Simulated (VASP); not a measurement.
A run of VASP 6.6.1:

The input INCAR:

```
SYSTEM = Al6H
PREC = Accurate
ENCUT = 520
EDIFF = 1E-6
ISMEAR = 0
SIGMA = 0.1
LREAL = .FALSE.
LASPH = .TRUE.
NELM = 100
ALGO = Normal
ISIF = 2
LWAVE = .FALSE.
LCHARG = .FALSE.
LDIPOL = .TRUE.
IDIPOL = 3
DIPOL = 0.5 0.5 0.302
GGA = PE
NBANDS = 32
```

Contents of KPOINTS:

```
Automatic mesh
0
G
  6 6 1
  0 0 0
```

The input POSCAR:

```
Al6H
1.0
    5.7143028096      0.0000000000      0.0000000000
   -2.8571514048      4.9487313980      0.0000000000
    0.0000000000      0.0000000000     22.6016424997
Al H
12 2
Direct
    0.3333333333      0.1666666667      0.1769782882
    0.3333333333      0.6666666667      0.1769782882
    0.8333333333      0.1666666667      0.1769782882
    0.8333333333      0.6666666667      0.1769782882
    0.1666666667      0.3333333333      0.2787817902
    0.1666666667      0.8333333333      0.2787817902
    0.6666666667      0.3333333333      0.2787817902
    0.6666666667      0.8333333333      0.2787817902
    0.0000000000      0.0000000000      0.3805759913
    0.0000000000      0.5000000000      0.3805759913
    0.5000000000      0.0000000000      0.3805759913
    0.5000000000      0.5000000000      0.3805759913
    0.2677085297      0.1666666667      0.4429608379
    0.3989581370      0.1666666667      0.4429608379
```

Potentials or basis: VASP PAW PBE potentials, release 64 (Al, H).

Launch:

```sh
$ cat potpaw_PBE.64/Al/POTCAR potpaw_PBE.64/H/POTCAR > POTCAR
$ mpirun -np 1 vasp_std > vasp.out
```

Hardware: 1 thread of Intel(R) Xeon(R) Platinum 8488C (Sapphire Rapids) (shared host).

How long does it take, and how much memory?

Wall time 12 min on 1 thread of Intel(R) Xeon(R) Platinum 8488C (Sapphire Rapids), on a shared host, peak memory 0.7 GiB. Counts: scf iterations 25, k points 13.
